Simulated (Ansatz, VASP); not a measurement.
# MoS2 in VASP and in Ansatz

File INCAR:

```
PREC     = Accurate       # precision mode
ENCUT    = 600            # plane-wave cutoff, eV
EDIFF    = 1E-7           # SCF threshold, eV
ISMEAR   = -1             # smearing method
SIGMA    = 0.1            # smearing width, eV
LREAL    = False          # projectors in reciprocal space
LASPH    = True           # aspherical terms in the spheres
NELM     = 100            # most SCF steps
ALGO     = Normal         # electronic algorithm
ISIF     = 3              # what is computed and relaxed
LWAVE    = False          # write WAVECAR
LCHARG   = False          # write CHGCAR
GGA      = CA             # functional
IBRION   = 2              # ionic algorithm
NSW      = 100            # ionic steps
EDIFFG   = -0.002         # ionic threshold
```

KPOINTS

```
Automatic mesh
0
Gamma
  12 12 12
```

File POSCAR:

```
MoS2
1.0
    1.5800000000      0.9122134253      6.1500000000
   -1.5800000000      0.9122134253      6.1500000000
    0.0000000000     -1.8244268506      6.1500000000
Mo S
1 2
Direct
    0.0000000000      0.0000000000      0.0000000000
    0.2500000000      0.2500000000      0.2500000000
    0.4170000000      0.4170000000      0.4170000000
```

Input for Ansatz:

```yaml
crystal:
  lattice:
    - [1.57999999999, 0.91221342531, 6.15]
    - [-1.57999999999, 0.91221342531, 6.15]
    - [0.0, -1.82442685062, 6.15]
  atoms:
    - { symbol: Mo, position: [0.0, 0.0, 0.0] }
    - { symbol: S, position: [0.25, 0.25, 0.25] }
    - { symbol: S, position: [0.417, 0.417, 0.417] }
kpoints:
  mp_grid: { grid: [12, 12, 12] }
scf:
  occupations: { method: fermi_dirac, width: 0.1 }
hamiltonian:
  xc: lda
  pseudopotentials: { kind: paw }
relax:
  f_tol: 0.002
  max_steps: 80
  cell: {}
output:
  forces: true
  stress: true
```

Alike in both runs: task relaxation of cell and atoms; functional LDA; k mesh 12 × 12 × 12; occupations fermi-dirac, width 0.1 eV; no spin polarisation.

```csv
,VASP,Ansatz
version,VASP 6.6.1,Ansatz 0.2.0
potentials or method,"VASP PAW LDA potentials, release 64 (Mo_sv, S)","PAW with Ansatz's default frozen-core files, scalar-relativistic"
plane-wave cutoff (eV),600,420
valence electrons in the cell,26,26
```

VASP gave:

* relaxed volume (Å³/atom): 16.91
* relaxed length of the cell vector where the two differ most in proportion (Å): 6.255

Question: What did Ansatz give for the same quantities?

Answer: Relaxed volume (Å³/atom): 16.90; relaxed length of the cell vector where the two differ most in proportion (Å): 6.257.

LDA's correlation is that of Perdew and Zunger in VASP and of Perdew and Wang (1992) in Ansatz.
